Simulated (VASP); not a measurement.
WS2: single point with PBE+D3(BJ)

The system is WS2.

```xyz
9
Lattice="-1.5786 -2.7342 0.0000 1.5786 -2.7342 0.0000 0.7893 -1.3671 18.1187" Properties=species:S:1:pos:R:3 pbc="T T T"
W     0.0000   -5.4684   15.1000
W     0.0000   -1.8228    3.0209
W     0.0000   -3.6456    9.0605
S     0.0000   -5.4684   10.6326
S     0.0000   -1.8228   16.6722
S     0.0000   -3.6456    4.5931
S     0.0000   -5.4684    7.4871
S     0.0000   -1.8228   13.5267
S     0.0000   -3.6456    1.4475
```

- Program: VASP 6.6.1
- Task: single point
- Functional: PBE
- Dispersion: D3(BJ)
- Potentials or basis: VASP PAW PBE potentials, release 64 (W_sv, S)
- Cutoff: 520 eV
- k mesh: 10 × 10 × 2
- Occupations: gaussian, width 0.05 eV
- Spin: no spin polarisation
- Dipole correction: no
- Further INCAR settings: ALGO = Normal; EDIFF = 1e-06; NBANDS = 49; ISYM = 0

* Pressure: 0.4 GPa
* Largest force: 0.354 eV/Å
* Band gap on the k mesh: 0.91 eV (least direct gap 2.08 eV)
* Dispersion energy per atom: -0.437 eV

Forces in eV/Å, atoms in the order of the input:
```
W    0.034  0.020 -0.053
W   -0.027 -0.016  0.025
W    0.000  0.000  0.004
S    0.000  0.000 -0.002
S    0.178  0.103 -0.267
S   -0.002 -0.001  0.010
S    0.000  0.000 -0.002
S   -0.005 -0.003 -0.003
S   -0.177 -0.102  0.288
```

Stress tensor (GPa, compression positive):
```
 0.05  0.11 -0.70
 0.11 -0.07 -0.41
-0.70 -0.41  1.09
```

Levels at points of the mesh, in eV from the valence-band top:
```csv
k point,band 35,band 36,band 37,band 38,band 39,band 40,band 41,band 42,band 43,band 44
"(0.00, 0.00, 0.00)",-2.31,-1.44,-1.40,-0.19,-0.11,2.08,2.09,2.12,2.15,2.16
"(0.50, 0.00, 0.00)",-2.06,-1.88,-1.85,-1.74,-1.55,2.16,2.20,2.25,2.52,2.57
"(0.00, 0.50, 0.00)",-2.03,-1.93,-1.89,-1.70,-1.48,2.16,2.20,2.24,2.39,2.59
"(0.50, 0.50, 0.00)",-2.03,-1.93,-1.83,-1.73,-1.48,2.16,2.21,2.24,2.41,2.58
"(0.00, 0.00, 0.50)",-2.31,-2.31,-0.65,-0.57,0.00,2.08,2.10,2.13,2.14,2.16
"(0.50, 0.00, 0.50)",-1.97,-1.93,-1.90,-1.70,-1.56,2.16,2.21,2.24,2.47,2.63
"(0.00, 0.50, 0.50)",-2.03,-1.93,-1.83,-1.73,-1.48,2.16,2.21,2.24,2.41,2.58
"(0.50, 0.50, 0.50)",-2.03,-1.93,-1.89,-1.70,-1.48,2.16,2.20,2.24,2.39,2.59
```

Run time: 23 min on 1 thread of Oxide Virtual Turin-like Processor, on a shared host, peak memory 0.64 GiB.

Caveat: spin-orbit coupling is left out, which moves the levels of the heavy elements. A k mesh can miss the band edges.
